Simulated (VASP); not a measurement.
The system is C.

```xyz
2
Lattice="0.0000 2.1270 3.3480 1.2280 0.0000 3.3480 1.2280 2.1270 0.0000" Properties=species:S:1:pos:R:3 pbc="T T T"
C     1.2280    0.7090    3.3480
C     1.2280    3.5450    3.3480
```

Base run:

* Program: VASP 6.6.1
* Functional: PBE
* Potentials or basis: VASP PAW PBE potentials, release 64 (C)
* Cutoff: 520 eV
* k mesh: 9 × 9 × 9
* Occupations: fermi-dirac, width 0.05 eV
* Spin: no spin polarisation

Its results: band gap on the k mesh 0.16 eV, indirect (the least direct gap lies 1.0 meV higher); pressure 5.1 GPa; largest force 0.023 eV/Å.

The run is repeated on the same cell with these changes: k mesh from 9 × 9 × 9 to 18 × 18 × 18. What comes out?

Band gap on the k mesh 0.08 eV, indirect (least direct gap 0.15 eV); pressure 5.1 GPa; largest force 0.003 eV/Å.

A k mesh can miss the band edges.
